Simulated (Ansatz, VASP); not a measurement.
Two plane-wave programs on TiSi

```
Ti Si
1.0
     0.00000    2.89685    2.89685
     2.89685    0.00000    2.89685
     2.89685    2.89685    0.00000
Ti Si
1 1
Direct
  0.00000 0.00000 0.00000
  0.25000 0.25000 0.25000
```

Alike in both runs: functional r2SCAN; k mesh 10 × 10 × 10; occupations gaussian, width 0.02 eV; no spin polarisation.

Ansatz relaxed the structure, and its values are those at the end. VASP's run is a single point on that final structure, the one shown.

|  | VASP | Ansatz |
| --- | --- | --- |
| version | VASP 6.6.1 | Ansatz 0.2.0 |
| potentials or method | VASP PAW PBE potentials, release 64 (Ti_sv, Si), cutoff 520 eV | scalar-relativistic, plane waves, PAW |
| valence electrons in the cell | 16 | 16 |

```tsv
	VASP	Ansatz	Ansatz less VASP
gap on the k mesh at the Fermi level (eV)	0.34	0.34	-0.002
least direct gap on the mesh (eV)	0.37	0.37	0.000
pressure (GPa)	0.1	0.0	-0.06
```

VASP's potentials were made for PBE, not for r2SCAN.
